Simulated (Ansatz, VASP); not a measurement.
This is a calculation of CdF2 for VASP 6.6.1.

Contents of POSCAR:

```
CdF2
1.0
    0.0000000000      2.7468369436      2.7468369436
    2.7468369436      0.0000000000      2.7468369436
    2.7468369436      2.7468369436      0.0000000000
Cd F
1 2
Direct
    0.0000000000      0.0000000000      0.0000000000
    0.7500000000      0.7500000000      0.7500000000
    0.2500000000      0.2500000000      0.2500000000
```

The input INCAR.step1:

```
ALGO = Normal
EDIFF = 1E-5
ENCUT = 770
GGA = PE
GGA_COMPAT = F
ISMEAR = -1
LASPH = T
LCHARG = F
LREAL = F
LWAVE = T
NBANDS = 24
NELM = 120
PREC = Accurate
SIGMA = 0.05
```

Contents of INCAR.step2:

```
ALGO = Normal
EDIFF = 1E-6
ENCUT = 770
GGA_COMPAT = F
ISIF = 2
ISMEAR = -1
ISTART = 1
LASPH = T
LCHARG = F
LMIXTAU = T
LREAL = F
LWAVE = F
METAGGA = R2SCAN
NBANDS = 24
NELM = 120
PREC = Accurate
SIGMA = 0.05
```

The input KPOINTS:

```
k-points
0
Gamma
  9 9 9
```

Potentials or basis: VASP PAW PBE potentials, release 64 (Cd_sv_GW, F).

Launch:

```sh
$ cat potpaw_PBE.64/Cd_sv_GW/POTCAR potpaw_PBE.64/F/POTCAR > POTCAR
$ cp INCAR.step1 INCAR
$ mpirun -np 1 vasp_std > vasp.out
$ cp INCAR.step2 INCAR
$ mpirun -np 1 vasp_std > vasp.out
```

Translate it to Ansatz 0.2.0. Potentials there: Ansatz PAW.

As run (the cutoff follows the program's own potentials):

Contents of input.yaml:

```yaml
crystal:
  lattice:
    - [0.0, 2.7468369436, 2.7468369436]
    - [2.7468369436, 0.0, 2.7468369436]
    - [2.7468369436, 2.7468369436, 0.0]
  atoms:
    - { symbol: Cd, position: [0.0, 0.0, 0.0] }
    - { symbol: F, position: [0.75, 0.75, 0.75] }
    - { symbol: F, position: [0.25, 0.25, 0.25] }
hamiltonian:
  xc: r2scan
  pseudopotentials: { kind: paw }
kpoints:
  mp_grid: { grid: [9, 9, 9] }
scf:
  occupations: { method: fermi_dirac, width: 0.05 }
output:
  forces: true
  stress: true
  eigenvalues: true
```

Potentials or basis: Ansatz PAW.

Launch:

```console
$ ansatz run input.yaml --threads 2 --pin off --max-ram 5632MiB --backend cpu --events-out ev --progress --plain --runs-dir out
```

Both were run:

|  | VASP | Ansatz | Ansatz less VASP |
| --- | --- | --- | --- |
| gap on the k mesh at the Fermi level (eV) | 3.60 | 3.61 | +0.005 |
| least direct gap on the mesh (eV) | 4.16 | 4.16 | +0.002 |
| pressure (GPa) | -6.1 | -5.7 | +0.41 |

VASP's potentials were made for PBE, not for r2SCAN. The functional is the same, so the differences come from potentials, cutoffs and numerics.

Noted on Ansatz's run: odd divisions of the mesh miss points on the zone boundary, where band edges often lie, so the gap on the mesh can be too wide.
